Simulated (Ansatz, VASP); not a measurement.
## One calculation of Lu, two programs

The input POSCAR:

```
Lu
1.0
    0.0000000000      3.6329099888      3.6329099888
    3.6329099888      0.0000000000      3.6329099888
    3.6329099888      3.6329099888      0.0000000000
Lu
2
Direct
    0.1250000000      0.1250000000      0.1250000000
    0.8750000000      0.8750000000      0.8750000000
```

INCAR.step1

```
SYSTEM = Lu
PREC     = Accurate       ! precision mode
ENCUT    = 520            ! plane-wave cutoff, eV
ISMEAR   = -1             ! smearing method
SIGMA    = 0.1            ! smearing width, eV
LREAL    = .False.        ! projectors in reciprocal space
LASPH    = .True.         ! aspherical terms in the spheres
NELM     = 100            ! most SCF steps
NBANDS   = 32             ! bands
GGA      = PE             ! functional
ALGO     = Normal         ! electronic algorithm
EDIFF    = 1E-4           ! SCF threshold, eV
LWAVE    = .True.         ! write WAVECAR
LCHARG   = .False.        ! write CHGCAR
```

The input INCAR.step2:

```
SYSTEM = Lu
PREC     = Accurate       ! precision mode
ENCUT    = 520            ! plane-wave cutoff, eV
EDIFF    = 1E-6           ! SCF threshold, eV
ISMEAR   = -1             ! smearing method
SIGMA    = 0.1            ! smearing width, eV
LREAL    = .False.        ! projectors in reciprocal space
LASPH    = .True.         ! aspherical terms in the spheres
NELM     = 100            ! most SCF steps
ALGO     = Normal         ! electronic algorithm
ISIF     = 2              ! what is computed and relaxed
LWAVE    = .False.        ! write WAVECAR
LCHARG   = .False.        ! write CHGCAR
METAGGA  = R2SCAN         ! meta-GGA
LMIXTAU  = .True.       
NBANDS   = 32             ! bands
ISTART   = 1
```

File KPOINTS:

```
Automatic mesh
0
Gamma
  8 8 8
  0 0 0
```

Input for Ansatz:

```yaml
crystal:
  lattice:
    - [0.0, 3.6329099888, 3.6329099888]
    - [3.6329099888, 0.0, 3.6329099888]
    - [3.6329099888, 3.6329099888, 0.0]
  atoms:
    - { symbol: Lu, position: [0.125, 0.125, 0.125] }
    - { symbol: Lu, position: [0.875, 0.875, 0.875] }
hamiltonian:
  xc: r2scan
  pseudopotentials:
    kind: paw
    azcp:
      Lu: "pseudopotentials/Lu.paw.azcp"
basis:
  ecutwfc: 500
  fft_grid_basis: typed
kpoints:
  mp_grid: { grid: [8, 8, 8], shift: [0, 0, 0] }
magnetization:
  spin_polarized: false
scf:
  occupations: { method: fermi_dirac, width: 0.1 }
  lower_state_search: "off"
output:
  stress: true
```

Alike in both runs: task single point; functional r2SCAN; k mesh 8 × 8 × 8; occupations fermi-dirac, width 0.1 eV; no spin polarisation.

```csv
,VASP,Ansatz
version,VASP 6.6.1,Ansatz 0.2.0
potentials or method,"VASP PAW PBE potentials, release 64 (Lu), cutoff 520 eV","plane waves (500 eV) with PAW, scalar-relativistic"
valence electrons in the cell,50,50
```

```csv
,VASP,Ansatz,Ansatz less VASP
pressure (GPa),0.5,0.5,-0.09
```

VASP's potentials were made for PBE, not for r2SCAN.

Spin-orbit coupling is off throughout.
